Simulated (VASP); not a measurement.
Input of a VASP 6.6.1 run:

The input INCAR:

```
ALGO = Normal
EDIFF = 1E-6
ENCUT = 600
GGA = PE
GGA_COMPAT = F
ISIF = 2
ISMEAR = 0
LASPH = T
LCHARG = T
LELF = T
LREAL = F
LVHAR = T
LWAVE = F
NBANDS = 14
NELM = 120
PREC = Accurate
SIGMA = 0.01
```

KPOINTS

```
k-points
0
Gamma
  4 4 4
```

File POSCAR:

```
NaF
1.0
    0.0000000000      2.4883503383      2.4883503383
    2.4883503383      0.0000000000      2.4883503383
    2.4883503383      2.4883503383      0.0000000000
Na F
1 1
Direct
    0.0000000000      0.0000000000      0.0000000000
    0.2500000000      0.2500000000      0.2500000000
```

Potentials or basis: VASP PAW PBE potentials, release 64 (Na_pv, F).

Run with:

```console
$ cat potpaw_PBE.64/Na_pv/POTCAR potpaw_PBE.64/F/POTCAR > POTCAR
$ mpirun -np 1 vasp_std > vasp.out
```

Q: Predict the band gap on the k mesh.

A: 5.79 eV, direct.

Q: Estimate the pressure.

A: 4.3 GPa.

Caveat: the k points lie up to 0.55 Å⁻¹ apart.
